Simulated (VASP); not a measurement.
# Pd12CO in VASP: notebook, part 2 of 2

VASP 6.6.1.

## Step 3: Single point, LDA

INCAR

```
SYSTEM = Pd12CO
PREC     = Accurate       ! precision mode
ENCUT    = 520            ! plane-wave cutoff, eV
EDIFF    = 1E-6           ! SCF threshold, eV
ISMEAR   = -1             ! smearing method
SIGMA    = 0.1            ! smearing width, eV
LREAL    = .False.        ! projectors in reciprocal space
LASPH    = .True.         ! aspherical terms in the spheres
NELM     = 60             ! most SCF steps
ALGO     = Normal         ! electronic algorithm
ISIF     = 2              ! what is computed and relaxed
LWAVE    = .False.        ! write WAVECAR
LCHARG   = .False.        ! write CHGCAR
NBANDS   = 78             ! bands
```

KPOINTS

```
regular mesh
0
Gamma
  2 2 1
  0 0 0
```

POSCAR

```
Pd12CO
1.0
    5.5012910000      0.0000000000      0.0000000000
    2.7506450000      4.7642580000      0.0000000000
    0.0000000000      0.0000000000     17.4917850000
Pd C O
12 1 1
Direct
    0.1666670592      0.1666576411      0.0571696942
    0.6666769660      0.1666576411      0.0571696942
    0.1666555179      0.6666725438      0.0571696942
    0.6666654247      0.6666725438      0.0571696942
   -0.1697706268      0.2967513514      0.1766715061
    0.3360812435      0.3024815197      0.1884255952
   -0.1745543337      0.8001665737      0.1826971919
    0.3082579805      0.8404876478      0.1864761086
   -0.0108266221     -0.0100120522      0.3189611581
    0.4606915132     -0.0009445332      0.3100998554
   -0.0432039734      0.5050734028      0.3102370627
    0.4624091667      0.5173523348      0.3092708949
    0.9890644097      0.2323341851      0.4000506523
    0.9453329623      0.1900820652      0.4642979547
```

Potentials or basis: VASP PAW LDA potentials, release 64 (Pd, C, O).

The run is started by

```bash
cat potpaw_LDA.64/Pd/POTCAR potpaw_LDA.64/C/POTCAR potpaw_LDA.64/O/POTCAR > POTCAR
mpirun -np 1 vasp_std > vasp.out
```

OUTCAR:

```text
SYSTEM = Pd12CO
   PREC = Accurate
   ENCUT = 520
   EDIFF = 1E-6
   ISMEAR = -1
   LREAL = .False.
   LASPH = .True.
   NELM = 60
   ISIF = 2

 ion  position               nearest neighbor table
   1  0.167  0.167  0.057-   5 2.64   6 2.72   8 2.75   2 2.75   3 2.75   4 2.75   4 2.75   3 2.75
                             2 2.75
   2  0.667  0.167  0.057-   5 2.52   3 2.75   1 2.75   4 2.75   4 2.75   1 2.75   3 2.75   6 2.79
                             7 2.81
   3  0.167  0.667  0.057-   8 2.72   7 2.74   2 2.75   4 2.75   1 2.75   1 2.75   4 2.75   2 2.75
                             6 2.88
   4  0.667  0.667  0.057-   7 2.60   5 2.74   3 2.75   2 2.75   1 2.75   1 2.75   2 2.75   3 2.75
                             8 2.83
   5  0.830  0.297  0.177-   2 2.52   8 2.58   1 2.64   6 2.71   4 2.74   7 2.75   7 2.76   6 2.81
                            11 2.84   9 2.89  12 2.91   8 2.94
   6  0.336  0.302  0.188-  10 2.58   8 2.62  12 2.68   5 2.71   1 2.72   7 2.73   7 2.78   2 2.79
                            11 2.79   5 2.81   3 2.88   8 2.89
   7  0.825  0.800  0.183-   4 2.60  11 2.64   6 2.73   3 2.74   8 2.74   5 2.75   5 2.76   8 2.77
                             6 2.78   2 2.81  10 2.83   9 2.92
   8  0.308  0.840  0.186-   5 2.58  10 2.62   6 2.62  12 2.64   3 2.72   7 2.74   1 2.75   9 2.77
                             7 2.77   4 2.83   6 2.89   5 2.94
   9  0.989  0.990  0.319-  13 1.95  12 2.61  10 2.62  11 2.75  11 2.77   8 2.77   5 2.89  10 2.89
                            12 2.90   7 2.92
  10  0.461  0.999  0.310-   6 2.58   8 2.62   9 2.62  12 2.65  11 2.72  13 2.74  11 2.78   7 2.83
                            12 2.86   9 2.89
  11  0.957  0.505  0.310-  13 2.12   7 2.64  12 2.69  10 2.72   9 2.75   9 2.77  10 2.78   6 2.79
                            12 2.82   5 2.84
  12  0.462  0.517  0.309-   9 2.61   8 2.64  10 2.65   6 2.68  11 2.69  11 2.82  10 2.86   9 2.90
                             5 2.91
  13  0.989  0.232  0.400-  14 1.20   9 1.95  11 2.12  10 2.74
  14  0.945  0.190  0.464-  13 1.20

  LATTYP: Found a hexagonal cell.
 ALAT       =     5.5012909582
 C/A-ratio  =     3.1795782359

  Lattice vectors:

 A1 = (  -2.7506450000,  -4.7642580000,   0.0000000000)
 A2 = (   5.5012910000,   0.0000000000,   0.0000000000)
 A3 = (   0.0000000000,   0.0000000000,  17.4917850000)

Analysis of symmetry for initial positions (statically):
=====================================================================
 Subroutine PRICEL returns:
 Original cell was already a primitive cell.

 Routine SETGRP: Setting up the symmetry group for a
 hexagonal supercell.

 Subroutine GETGRP returns: Found  1 space group operations
 (whereof  1 operations were pure point group operations)
 out of a pool of 24 trial point group operations.

The static configuration has the point symmetry C_1 .

Analysis of symmetry for dynamics (positions and initial velocities):
=====================================================================
 Subroutine PRICEL returns:
 Original cell was already a primitive cell.

 Routine SETGRP: Setting up the symmetry group for a
 hexagonal supercell.

 Subroutine GETGRP returns: Found  1 space group operations
 (whereof  1 operations were pure point group operations)
 out of a pool of 24 trial point group operations.

[... 90 lines left out ...]
   ions per type =              12   1   1
   NGX,Y,Z   is equivalent  to a cutoff of  12.69, 12.69, 13.31 a.u.
   NGXF,Y,Z  is equivalent  to a cutoff of  25.38, 25.38, 26.61 a.u.
 SYSTEM =  Pd12CO
   PREC   = accura    normal or accurate (medium, high low for compatibility)
   ISTART =      0    job   : 0-new  1-cont  2-samecut
   ICHARG =      2    charge: 1-file 2-atom 10-const
   ISPIN  =      1    spin polarized calculation?
   LNONCOLLINEAR =      F non collinear calculations
   LSORBIT =      F    spin-orbit coupling
   LASPH  =      T    aspherical Exc in radial PAW
   ENCUT  =  520.0 eV  38.22 Ry    6.18 a.u.  10.23 10.23 32.52*2*pi/ulx,y,z
   NELM   =     60;   NELMIN=  2; NELMDL= -5     # of ELM steps
   EDIFF  = 0.1E-05   stopping-criterion for ELM
   LREAL  =      F    real-space projection
   EDIFFG = 0.1E-04   stopping-criterion for IOM
   NSW    =      0    number of steps for IOM
   IBRION =     -1    ionic relax: 0-MD 1-quasi-New 2-CG
   NFREE  =      0    steps in history (QN), initial steepest desc. (CG)
   ISIF   =      2    stress and relaxation
   ISYM   =      2    0-nonsym 1-usesym 2-fastsym
   POTIM  = 0.5000    time-step for ionic-motion
   TEBEG  =    0.0;   TEEND  =   0.0 temperature during run
   PSTRESS=    0.0 pullay stress
   NELECT =     130.0000    total number of electrons
   NUPDOWN=      -1.0000    fix difference up-down
   EMIN   =  10.00;   EMAX   =-10.00  energy-range for DOS
   EFERMI =   0.00;   METHOD = LEGACY
   ISMEAR =    -1;   SIGMA  =   0.10  broadening in eV -4-tet -1-fermi 0-gaus
   EFERMI_NEDOS =   21; number of points for ismear=-14 and -15
   IALGO  =     38    algorithm
   IMIX   =      4    mixing-type and parameters
     AMIX     =   0.40;   BMIX     =  1.00
     AMIX_MAG =   1.60;   BMIX_MAG =  1.00
  volume/ion in A,a.u.               =      32.75       220.98
  Fermi-wavevector in a.u.,A,eV,Ry     =   1.075535  2.032467 15.738891  1.156776
  Thomas-Fermi vector in A             =   2.211394
   LORBIT       =      0    0 simple, 1 ext, 2 COOP (PROOUT), +10 PAW based schemes
   GGA     = CA    functional components
   LHFCALC =     F    Hartree Fock is set to
   AEXX    =    0.0000 exact exchange contribution
   IVDW    =     0    specifies the selected vdW correction
   LEPSILON=     F    determine dielectric tensor
   LRPA    =     F    only Hartree local field effects (RPA)
 non-spin polarized calculation
  energy-cutoff  :      520.00
  volume of cell :      458.45
 maximum number of plane-waves:     12392
 NGX is ok and might be reduce to    42
   NGX = 21   NGY = 21   NGZ = 65

 number of electron     129.9999988 magnetization

 Free energy of the ion-electron system (eV)
  ---------------------------------------------------
  ext. energy  EPLUGINS =         0.00000000
  ---------------------------------------------------
  free energy    TOTEN  =       -90.55740394 eV

  energy without entropy =      -89.76093095  energy(sigma->0) =      -90.15916745

 E-fermi :   0.4344     XC(G=0):  -6.6470

 val. band max:        0.4303154061   @ k =   0.5000   0.0000   0.0000
 cond. band min:       0.4434376963   @ k =   0.5000   0.0000   0.0000
 fundamental gap:      0.0131222903
 Fermi energy:         0.4343843108

 k-point     1 :       0.0000    0.0000    0.0000
  band No.  band energies     occupation
      1     -21.8060      2.00000
      2      -9.0392      2.00000
      3      -6.3464      2.00000
      4      -5.9444      2.00000
      5      -5.6885      2.00000
      6      -5.6703      2.00000
[... 309 lines left out ...]
     76       4.4771      0.00000
     77       4.7393      0.00000
 [bands above 77 left out]

------------------------ aborting loop because EDIFF is reached ----------------------------------------

  FORCE on cell =-STRESS in cart. coord.  units (eV):
  Direction    XX          YY          ZZ          XY          YZ          ZX
  --------------------------------------------------------------------------------------
  -------------------------------------------------------------------------------------
  Total      -16.8068278    -17.1628199     -0.2835405      0.1320338      1.6909051      3.0178272
  in kB      -58.7357222    -59.9798267     -0.9909041      0.4614257      5.9092968     10.5465624
  external PRESSURE =     -39.9021510 kB  Pullay stress =       0.0000000 kB

 VOLUME and BASIS-vectors are now :
 -----------------------------------------------------------------------------
  energy-cutoff  :      520.00
  volume of cell :      458.45
      direct lattice vectors                 reciprocal lattice vectors
     5.501291000  0.000000000  0.000000000     0.181775514 -0.104948118  0.000000000
     2.750645000  4.764258000  0.000000000     0.000000000  0.209896273  0.000000000
     0.000000000  0.000000000 17.491785000     0.000000000  0.000000000  0.057169694

 POSITION                                       TOTAL-FORCE (eV/Angst)
 -----------------------------------------------------------------------------------
      1.37530      0.79400      1.00000         0.244297     -0.086744     -0.210537
      4.12600      0.79400      1.00000        -0.475234     -0.239937     -0.732225
      2.75060      3.17620      1.00000        -0.008258     -0.123849      0.289006
      5.50130      3.17620      1.00000        -0.197008      0.016728     -0.387914
      5.38359      1.41380      3.09030        -0.107275      1.006877      1.577479
      2.68090      1.44110      3.29590         0.128830      1.038601     -0.956883
      6.74199      3.81220      3.19570         0.334938      0.439300      0.771218
      4.00770      4.00430      3.26180        -0.060629     -1.391048     -0.760668
      8.16484      4.71656      5.57920        -1.127600      0.390643     -0.906343
      5.28244      4.75976      5.42420         1.015137      0.110104      0.719961
      6.65289      2.40630      5.42660         0.010792     -0.794055      1.031393
      3.96690      2.46480      5.40970        -0.041320     -1.111810      0.069244
      6.08020      1.10690      6.99760        -1.009513     -0.194034      1.363494
      5.72340      0.90560      8.12140         1.292841      0.939223     -1.867225
 -----------------------------------------------------------------------------------
    total drift:                               -0.000059     -0.000235      0.000531

  FREE ENERGIE OF THE ION-ELECTRON SYSTEM (eV)
  ---------------------------------------------------
  free  energy   TOTEN  =       -90.5574039361 eV

  energy  without entropy=      -89.7609309547  energy(sigma->0) =      -90.15916745
```

Run time: 3.1 min. Hardware: 1 thread of AMD EPYC 9R45 (Zen 5), shared host; peak memory 0.45 GiB.

Results:

* Free energy: -90.5574 eV
* Largest force: 2.458 eV/Å
* Band gap on the k mesh: zero (bands 65 and 66 overlap by 0.29 eV)

Forces on the atoms (eV/Å):
```
Pd   0.244 -0.087 -0.211
Pd  -0.475 -0.240 -0.732
Pd  -0.008 -0.124  0.289
Pd  -0.197  0.017 -0.388
Pd  -0.107  1.007  1.577
Pd   0.129  1.039 -0.957
Pd   0.335  0.439  0.771
Pd  -0.061 -1.391 -0.761
Pd  -1.128  0.391 -0.906
Pd   1.015  0.110  0.720
Pd   0.011 -0.794  1.031
Pd  -0.041 -1.112  0.069
C   -1.010 -0.194  1.363
O    1.293  0.939 -1.867
```

Caveat: the k points lie up to 0.66 Å⁻¹ apart; the atoms stand as in a frame of molecular dynamics; there is no dipole correction, which matters where the two faces differ.

## Step 4: Single point, LDA

INCAR

```
SYSTEM = Pd12CO
  ALGO = Normal
  EDIFF = 1E-6
  ENCUT = 520
  GGA = CA
  ISIF = 2
  ISMEAR = -1
  LASPH = .TRUE.
  LCHARG = .FALSE.
  LREAL = .FALSE.
  LWAVE = .FALSE.
  NBANDS = 78
  NELM = 100
  PREC = Accurate
  SIGMA = 0.1
```

KPOINTS

```
k-points
0
G
  2 2 1
  0 0 0
```

POSCAR

```
Pd12CO
1.0
    5.5012910000      0.0000000000      0.0000000000
    2.7506450000      4.7642580000      0.0000000000
    0.0000000000      0.0000000000     17.4917850000
Pd C O
12 1 1
Direct
    0.1666670592      0.1666576411      0.0571696942
    0.6666769660      0.1666576411      0.0571696942
    0.1666555179      0.6666725438      0.0571696942
    0.6666654247      0.6666725438      0.0571696942
   -0.1373497726      0.2765173507      0.1838634536
    0.3291931489      0.3068053829      0.1844808863
   -0.1729397207      0.8144605099      0.1872364656
    0.3841190529      0.7709280228      0.1783237102
   -0.0447171665     -0.0065067845      0.3125410014
    0.4917219525     -0.0027286516      0.3188754035
   -0.0416710585      0.5190944739      0.3168515963
    0.4779616834      0.5091873698      0.3194928362
    0.9583079519      0.2551289204      0.3909320861
    0.9675565990      0.2330688220      0.4570316866
```

Potentials or basis: VASP PAW LDA potentials, release 64 (Pd, C, O).

The run is started by

```bash
cat potpaw_LDA.64/Pd/POTCAR potpaw_LDA.64/C/POTCAR potpaw_LDA.64/O/POTCAR > POTCAR
mpirun -np 1 vasp_std > vasp.out
```

OUTCAR:

```text
SYSTEM = Pd12CO
   EDIFF = 1E-6
   ENCUT = 520
   GGA = CA
   ISIF = 2
   ISMEAR = -1
   LASPH = .TRUE.
   LREAL = .FALSE.
   NELM = 100
   PREC = Accurate

 ion  position               nearest neighbor table
   1  0.167  0.167  0.057-   6 2.65   5 2.66   2 2.75   3 2.75   4 2.75   4 2.75   3 2.75   2 2.75
                             8 2.84
   2  0.667  0.167  0.057-   5 2.66   3 2.75   1 2.75   4 2.75   4 2.75   1 2.75   3 2.75   6 2.75
[... 551 lines left out ...]
  energy-cutoff  :      520.00
  volume of cell :      458.45
      direct lattice vectors                 reciprocal lattice vectors
     5.501291000  0.000000000  0.000000000     0.181775514 -0.104948118  0.000000000
     2.750645000  4.764258000  0.000000000     0.000000000  0.209896273  0.000000000
     0.000000000  0.000000000 17.491785000     0.000000000  0.000000000  0.057169694

 POSITION                                       TOTAL-FORCE (eV/Angst)
 -----------------------------------------------------------------------------------
      1.37530      0.79400      1.00000         0.029057     -0.091705     -0.239808
      4.12600      0.79400      1.00000        -0.095595     -0.106020     -0.067190
      2.75060      3.17620      1.00000        -0.259943     -0.053849      0.041051
      5.50130      3.17620      1.00000         0.432371     -0.220034     -0.859010
      5.50629      1.31740      3.21610        -0.086348      0.615485      0.159509
      2.65490      1.46170      3.22690         0.482906      0.068901      0.541322
      6.79019      3.88030      3.27510         0.528289     -0.421289     -0.366758
      4.23370      3.67290      3.11920        -1.268092      0.767005      1.502299
      7.98804      4.73326      5.46690         1.783312      0.447614      0.184164
      5.44824      4.75126      5.57770        -1.415338      0.612605     -0.538748
      6.69989      2.47310      5.54230         0.516458     -1.326657     -0.411735
      4.03000      2.42590      5.58850        -0.524079     -0.157230     -0.632040
      5.97370      1.21550      6.83810        -0.147739     -0.131479     -0.562636
      5.96390      1.11040      7.99430         0.024741     -0.003346      1.249578
 -----------------------------------------------------------------------------------
    total drift:                                0.000507     -0.000994      0.000498

  FREE ENERGIE OF THE ION-ELECTRON SYSTEM (eV)
  ---------------------------------------------------
  free  energy   TOTEN  =       -90.6258127000 eV

  energy  without entropy=      -89.8575413859  energy(sigma->0) =      -90.24167704
```

OSZICAR:

```text
N       E                     dE             d eps       ncg     rms          rms(c)
DAV:   1     0.886882883263E+03    0.88688E+03   -0.61311E+04   624   0.147E+03
DAV:   2    -0.344733241477E+02   -0.92136E+03   -0.86699E+03   686   0.324E+02
DAV:   3    -0.935407061301E+02   -0.59067E+02   -0.54906E+02   768   0.744E+01
[... 25 lines left out ...]
DAV:  29    -0.906257981323E+02   -0.40729E-04   -0.16275E-06   458   0.431E-03    0.259E-03
DAV:  30    -0.906258038992E+02   -0.57669E-05   -0.27699E-07   380   0.296E-03    0.285E-03
DAV:  31    -0.906258089249E+02   -0.50257E-05   -0.24493E-07   362   0.221E-03    0.140E-03
DAV:  32    -0.906258120966E+02   -0.31717E-05   -0.18330E-07   374   0.132E-03    0.274E-04
DAV:  33    -0.906258127000E+02   -0.60341E-06   -0.36930E-08   348   0.567E-04
   1 F= -.90625813E+02 E0= -.90241677E+02  d E =-.768271E+00
```

stdout:

```text
POSCAR found type information on POSCAR PdC O
 POSCAR found :  3 types and      14 ions
 scaLAPACK will be used
 LDA part: xc-table for (Slater(with rela. corr.)+CA(PZ))
 , standard interpolation
 POSCAR, INCAR and KPOINTS ok, starting setup
 FFT: planning ... GRIDC
 FFT: planning ... GRID_SOFT
 FFT: planning ... GRID
 WAVECAR not read
 entering main loop
```

Wall time 3.5 min (1 thread of AMD EPYC 9R45 (Zen 5), shared host); peak memory 0.45 GiB.

Results:

| Quantity | Value |
| --- | --- |
| Free energy | -90.6258 eV |
| Largest force | 2.110 eV/Å |
| Band gap on the k mesh | zero (bands 65 and 66 overlap by 0.34 eV) |

Forces on the atoms (eV/Å):
```
Pd   0.029 -0.092 -0.240
Pd  -0.096 -0.106 -0.067
Pd  -0.260 -0.054  0.041
Pd   0.432 -0.220 -0.859
Pd  -0.086  0.615  0.160
Pd   0.483  0.069  0.541
Pd   0.528 -0.421 -0.367
Pd  -1.268  0.767  1.502
Pd   1.783  0.448  0.184
Pd  -1.415  0.613 -0.539
Pd   0.516 -1.327 -0.412
Pd  -0.524 -0.157 -0.632
C   -0.148 -0.131 -0.563
O    0.025 -0.003  1.250
```

Levels at points of the mesh, in eV from the Fermi level:
```tsv
k point	band 63	band 64	band 65	band 66	band 67	band 68	band 69	band 70
(0.00, 0.00, 0.00)	0.05	0.12	0.15	0.16	0.19	0.67	1.40	1.61
(0.50, 0.00, 0.00)	-0.33	-0.22	-0.18	-0.12	0.01	0.05	0.89	2.03
(0.50, 0.50, 0.00)	-0.33	-0.26	-0.22	-0.19	0.01	0.08	1.48	1.68
(0.00, 0.50, 0.00)	-0.28	-0.21	-0.14	-0.12	0.01	0.07	1.49	1.66
```

Caveat: the k points lie up to 0.66 Å⁻¹ apart; the atoms stand as in a frame of molecular dynamics; there is no dipole correction, which matters where the two faces differ.

## Step 5: Summary

```tsv
cell	gap on the mesh (eV)	largest force (eV/Å)
as given, atomic positions A	none	2.00
as given, atomic positions B	none	2.46
as given, atomic positions C	none	2.11
```

Alike in all rows: task single point; level LDA; potentials or basis VASP PAW LDA potentials, release 64 (Pd, C, O); no spin polarisation; k mesh 2 × 2 × 1; cutoff (eV) 520; smearing fermi-dirac 0.1 eV.

Caveats: all runs use coarse meshes; the atoms stand as in a frame of molecular dynamics; there is no dipole correction, which matters where the two faces differ.

Total energies depend on the potentials used, so only differences within one code and one set of settings carry meaning.

The gap in the log of VASP goes by the Fermi energy; the results here count the filled bands.